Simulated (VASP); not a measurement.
# MnO (Fm-3m) in VASP: further runs

Runs on MnO. Level: PBE+U. Tasks: single point.

All numbers are computed with VASP 6.6.1; they aren't measurements. Logs are shortened: lines on timing, memory, paths and dates and some standing lists are left out, and cuts for length are marked.

### 1 The cell of the first run

Symmetry: Fm-3m, No. 225, cubic system. The conventional cell has a = 4.410 Å, b = 4.410 Å, c = 4.410 Å, α = 90.00°, β = 90.00°, γ = 90.00°. Mn (site symmetry m-3m) has 6 O at 2.21 Å within 2.9 Å. Within 2.9 Å of O (site symmetry m-3m) lie 6 Mn at 2.21 Å.

### 2 Single point, PBE+U, collinear spin, ferromagnetic start

Input file INCAR:

```
  PREC = Accurate
  ENCUT = 520
  EDIFF = 1E-6
  ISMEAR = -1
  SIGMA = 0.03
  LREAL = F
  LASPH = T
  NELM = 150
  ALGO = Normal
  ISIF = 2
  LWAVE = F
  LCHARG = T
  ISPIN = 2
  MAGMOM = 5 0
  LORBIT = 11
  NUPDOWN = 5.0
  LMAXMIX = 4
  LDAU = T
  LDAUTYPE = 2
  LDAUL = 2 -1
  LDAUU = 2.7 0
  LDAUJ = 0 0
  LDAUPRINT = 1
  GGA = PE
  LELF = T
  LVHAR = T
  NBANDS = 20
```

Input file KPOINTS:

```
Automatic mesh
0
Gamma
  9 9 9
```

Input file POSCAR:

```
MnO
1.0
    0.0000000000      2.2050000000      2.2050000000
    2.2050000000      0.0000000000      2.2050000000
    2.2050000000      2.2050000000      0.0000000000
Mn O
1 1
Direct
    0.0000000000      0.0000000000      0.0000000000
    0.5000000000      0.5000000000      0.5000000000
```

Potentials or basis: VASP PAW PBE potentials, release 64 (Mn_pv, O).

Command:

```sh
$ cat potpaw_PBE.64/Mn_pv/POTCAR potpaw_PBE.64/O/POTCAR > POTCAR
$ mpirun -np 1 vasp_std > vasp.out
```

OUTCAR:

```text
PREC = Accurate
   ENCUT = 520
   EDIFF = 1E-6
   ISMEAR = -1
   LREAL = F
   LASPH = T
   NELM = 150
   ISIF = 2
   ISPIN = 2
   LORBIT = 11
   NUPDOWN = 5.0
   GGA = PE

 ion  position               nearest neighbor table
   1  0.000  0.000  0.000-   2 2.21   2 2.21   2 2.21   2 2.21   2 2.21   2 2.21
   2  0.500  0.500  0.500-   1 2.21   1 2.21   1 2.21   1 2.21   1 2.21   1 2.21

  LATTYP: Found a face centered cubic cell.
 ALAT       =     4.4100000000

  Lattice vectors:

 A1 = (   0.0000000000,   2.2050000000,   2.2050000000)
 A2 = (   2.2050000000,   0.0000000000,   2.2050000000)
 A3 = (   2.2050000000,   2.2050000000,   0.0000000000)

Analysis of symmetry for initial positions (statically):
=====================================================================
 Subroutine PRICEL returns:
 Original cell was already a primitive cell.

 Routine SETGRP: Setting up the symmetry group for a
 face centered cubic supercell.

 Subroutine GETGRP returns: Found 48 space group operations
 (whereof 48 operations were pure point group operations)
 out of a pool of 48 trial point group operations.

The static configuration has the point symmetry O_h .

Analysis of symmetry for dynamics (positions and initial velocities):
=====================================================================
 Subroutine PRICEL returns:
 Original cell was already a primitive cell.

 Routine SETGRP: Setting up the symmetry group for a
 face centered cubic supercell.

 Subroutine GETGRP returns: Found 48 space group operations
 (whereof 48 operations were pure point group operations)
 out of a pool of 48 trial point group operations.

The dynamic configuration has the point symmetry O_h .

Analysis of structural, dynamic, and magnetic symmetry:
[... 173 lines left out ...]

  o =  0.0222  v =  0.0000  0.0000  0.0000  0.0000  0.0000 -0.0025 -0.0298 -0.0000 -0.9996 -0.0000      0.0000  0.0000  0.0000  0.0000  0.0000  0.0000  0.0000  0.0000  0.0000  0.0000
  o =  0.0222  v =  0.0000  0.0000  0.0000  0.0000  0.0000  0.0020 -0.9996 -0.0000  0.0298  0.0000      0.0000  0.0000  0.0000  0.0000  0.0000  0.0000  0.0000  0.0000  0.0000  0.0000
  o =  0.0222  v =  0.0000  0.0000  0.0000  0.0000  0.0000  1.0000  0.0019 -0.0000 -0.0026 -0.0000      0.0000  0.0000  0.0000  0.0000  0.0000  0.0000  0.0000  0.0000  0.0000  0.0000
  o =  0.0832  v =  0.0000  0.0000  0.0000  0.0000  0.0000 -0.0000  0.0000 -1.0000  0.0000  0.0040      0.0000  0.0000  0.0000  0.0000  0.0000  0.0000  0.0000  0.0000  0.0000  0.0000
  o =  0.0832  v =  0.0000  0.0000  0.0000  0.0000  0.0000  0.0000  0.0000  0.0040 -0.0000  1.0000      0.0000  0.0000  0.0000  0.0000  0.0000  0.0000  0.0000  0.0000  0.0000  0.0000
  o =  0.9366  v =  0.0000  0.8177  0.0000 -0.5757 -0.0000  0.0000  0.0000  0.0000  0.0000  0.0000      0.0000  0.0000  0.0000  0.0000  0.0000  0.0000  0.0000  0.0000  0.0000  0.0000
  o =  0.9366  v =  0.0000 -0.5757 -0.0000 -0.8177  0.0000  0.0000  0.0000  0.0000  0.0000  0.0000      0.0000  0.0000  0.0000  0.0000  0.0000  0.0000  0.0000  0.0000  0.0000  0.0000
  o =  0.9366  v =  1.0000  0.0000  0.0000  0.0000  0.0000  0.0000  0.0000  0.0000  0.0000  0.0000      0.0000  0.0000  0.0000  0.0000  0.0000  0.0000  0.0000  0.0000  0.0000  0.0000
  o =  0.9749  v =  0.0000  0.0000  0.0000 -0.0000  1.0000  0.0000  0.0000  0.0000  0.0000  0.0000      0.0000  0.0000  0.0000  0.0000  0.0000  0.0000  0.0000  0.0000  0.0000  0.0000
  o =  0.9749  v =  0.0000 -0.0000  1.0000 -0.0000 -0.0000  0.0000  0.0000  0.0000  0.0000  0.0000      0.0000  0.0000  0.0000  0.0000  0.0000  0.0000  0.0000  0.0000  0.0000  0.0000

 number of electron      18.9999997 magnetization       5.0000000

 Free energy of the ion-electron system (eV)
  ---------------------------------------------------
  ext. energy  EPLUGINS =         0.00000000
  ---------------------------------------------------
  free energy    TOTEN  =       -15.68142495 eV

  energy without entropy =      -15.68121773  energy(sigma->0) =      -15.68132134

 E-fermi :   5.1715     XC(G=0): -11.9447

 val. band max:        7.4908861225   @ k =   0.0000   0.0000   0.0000
 cond. band min:       8.0256986832   @ k =   0.4444   0.4444   0.0000
 fundamental gap:      0.5348125607
 Fermi energy:         7.5582654659

 spin component 1

 k-point     1 :       0.0000    0.0000    0.0000
  band No.  band energies     occupation
      1     -42.5301      1.00000
      2     -42.5301      1.00000
      3     -42.5301      1.00000
      4     -12.4033      1.00000
      5       3.4966      1.00000
      6       3.4966      1.00000
[... 1097 lines left out ...]
     19      35.0310      0.00000
     20      36.6359      0.00000

 [... further k-points ...]

------------------------ aborting loop because EDIFF is reached ----------------------------------------

  FORCE on cell =-STRESS in cart. coord.  units (eV):
  Direction    XX          YY          ZZ          XY          YZ          ZX
  --------------------------------------------------------------------------------------
  -------------------------------------------------------------------------------------
  Total        1.5302954      1.5302954      1.5302954      0.0000000      0.0000000     -0.0000000
  in kB      114.3483936    114.3483936    114.3483936      0.0000000      0.0000000     -0.0000000
  external PRESSURE =     114.3483936 kB  Pullay stress =       0.0000000 kB

 VOLUME and BASIS-vectors are now :
 -----------------------------------------------------------------------------
  energy-cutoff  :      520.00
  volume of cell :       21.44
      direct lattice vectors                 reciprocal lattice vectors
     0.000000000  2.205000000  2.205000000    -0.226757370  0.226757370  0.226757370
     2.205000000  0.000000000  2.205000000     0.226757370 -0.226757370  0.226757370
     2.205000000  2.205000000  0.000000000     0.226757370  0.226757370 -0.226757370

 POSITION                                       TOTAL-FORCE (eV/Angst)
 -----------------------------------------------------------------------------------
      0.00000      0.00000      0.00000        -0.000000     -0.000000     -0.000000
      2.20500      2.20500      2.20500         0.000000      0.000000      0.000000
 -----------------------------------------------------------------------------------
    total drift:                                0.000000     -0.000000     -0.000000

  FREE ENERGIE OF THE ION-ELECTRON SYSTEM (eV)
  ---------------------------------------------------
  free  energy   TOTEN  =       -15.6814249468 eV

  energy  without entropy=      -15.6812177282  energy(sigma->0) =      -15.68132134

 total charge

# of ion       s       p       d       tot
------------------------------------------
    1        0.211   6.191   4.972  11.375
    2        1.557   3.461   0.000   5.018
--------------------------------------------------
tot          1.768   9.652   4.972  16.393

 magnetization (x)

# of ion       s       p       d       tot
------------------------------------------
    1        0.033   0.027   4.518   4.579
    2        0.027   0.161   0.000   0.188
--------------------------------------------------
tot          0.060   0.188   4.518   4.766
```

OSZICAR:

```text
N       E                     dE             d eps       ncg     rms          rms(c)
DAV:   1     0.174110836256E+03    0.17411E+03   -0.10822E+04  2832   0.116E+03
DAV:   2    -0.861354721605E+01   -0.18272E+03   -0.17249E+03  2884   0.331E+02
DAV:   3    -0.170830810912E+02   -0.84695E+01   -0.84148E+01  3168   0.770E+01
DAV:   4    -0.171423708756E+02   -0.59290E-01   -0.59278E-01  3172   0.664E+00
DAV:   5    -0.171428926793E+02   -0.52180E-03   -0.52180E-03  3132   0.616E-01    0.148E+01
DAV:   6    -0.154286261809E+02    0.17143E+01   -0.80319E+00  3828   0.309E+01    0.134E+01
DAV:   7    -0.156633656422E+02   -0.23474E+00   -0.79196E-01  3080   0.105E+01    0.827E+00
DAV:   8    -0.156533111032E+02    0.10055E-01   -0.11721E-01  3064   0.305E+00    0.463E+00
DAV:   9    -0.156809989900E+02   -0.27688E-01   -0.14418E-02  3028   0.131E+00    0.494E-01
DAV:  10    -0.156812644204E+02   -0.26543E-03   -0.24193E-03  3108   0.548E-01    0.926E-02
DAV:  11    -0.156813822869E+02   -0.11787E-03   -0.24526E-04  3180   0.110E-01    0.461E-02
DAV:  12    -0.156814234181E+02   -0.41131E-04   -0.29049E-05  3116   0.435E-02    0.179E-02
DAV:  13    -0.156814252525E+02   -0.18345E-05   -0.18936E-06  3192   0.138E-02    0.704E-03
DAV:  14    -0.156814249468E+02    0.30571E-06   -0.98515E-07  2012   0.743E-03
   1 F= -.15681425E+02 E0= -.15681321E+02  d E =-.207219E-03  mag=     5.0000
```

stdout:

```text
POSCAR found type information on POSCAR MnO
 POSCAR found :  2 types and       2 ions
 scaLAPACK will be used
 LDA part: xc-table for (Slater+PW92), standard interpolation
 POSCAR, INCAR and KPOINTS ok, starting setup
 FFT: planning ... GRIDC
 FFT: planning ... GRID_SOFT
 FFT: planning ... GRID
 WAVECAR not read
 entering main loop
```

It took 33 s on 1 thread of Intel Xeon 8259CL, shared host; peak memory 0.16 GiB.

Results:

* Free energy: -15.6814 eV
* Pressure: 11.4 GPa
* Net moment: 5.00 μB per cell
* Site moments: Mn +4.58; O +0.19 μB
* Valence electrons inside the program's atomic spheres: Mn 11.38; O 5.02

Eigenvalues of the final occupation matrices:
```
    site  spin  trace               eigenvalues
site 1 d     1   4.76  0.94 0.94 0.94 0.97 0.97
site 1 d     2   0.23  0.02 0.02 0.02 0.08 0.08
```

Caveat: the cell stands under pressure; the total moment is fixed, so each spin has its own Fermi level; a cell with one magnetic atom can't hold antiferromagnetic order, which such compounds often take. The state reached can hang on the start; a lower one may exist.

### 3 Single point, PBE+U, collinear spin, ferromagnetic start

Input file INCAR:

```
PREC     = Accurate       # precision mode
ENCUT    = 520            # plane-wave cutoff, eV
EDIFF    = 1E-6           # SCF threshold, eV
ISMEAR   = -1             # smearing method
SIGMA    = 0.03           # smearing width, eV
LREAL    = F              # projectors in reciprocal space
LASPH    = T              # aspherical terms in the spheres
NELM     = 150            # most SCF steps
ALGO     = Normal         # electronic algorithm
ISIF     = 2              # what is computed and relaxed
LWAVE    = F              # write WAVECAR
LCHARG   = F              # write CHGCAR
ISPIN    = 2              # spin polarisation
MAGMOM   = 3 0            # initial moments
LORBIT   = 11             # projections on sites
NUPDOWN  = 3.0            # fixed moment
LMAXMIX  = 4              # l up to which the mixer works
LDAU     = T              # DFT+U
LDAUTYPE = 2            
LDAUL    = 2 -1           # shell
LDAUU    = 2.7 0          # U, eV
LDAUJ    = 0 0          
LDAUPRINT= 1            
GGA      = PE             # functional
NBANDS   = 20             # bands
```

Input file KPOINTS:

```
regular mesh
0
Gamma
  9 9 9
```

POSCAR is that of step 2.

Potentials or basis: VASP PAW PBE potentials, release 64 (Mn_pv, O).

Command:

```sh
$ cat potpaw_PBE.64/Mn_pv/POTCAR potpaw_PBE.64/O/POTCAR > POTCAR
$ mpirun -np 1 vasp_std > vasp.out
```

It took 39 s on 1 thread of Intel Xeon 8259CL, shared host; peak memory 0.16 GiB.

Results (log left out):

- Free energy: -13.7151 eV
- Pressure: -18.1 GPa
- Net moment: 3.00 μB per cell
- Site moments: Mn +3.08; O -0.10 μB
- Valence electrons inside the program's atomic spheres: Mn 11.41; O 4.94

Eigenvalues of the final occupation matrices:
| site | spin | trace | eigenvalues |
| --- | --- | --- | --- |
| site 1 d | 1 | 4.06 | 0.63 0.63 0.93 0.93 0.93 |
| site 1 d | 2 | 1.01 | 0.08 0.08 0.28 0.28 0.28 |

Caveat: the cell stands under tension; the total moment is fixed, so each spin has its own Fermi level; a cell with one magnetic atom can't hold antiferromagnetic order, which such compounds often take. The state reached can hang on the start; a lower one may exist.
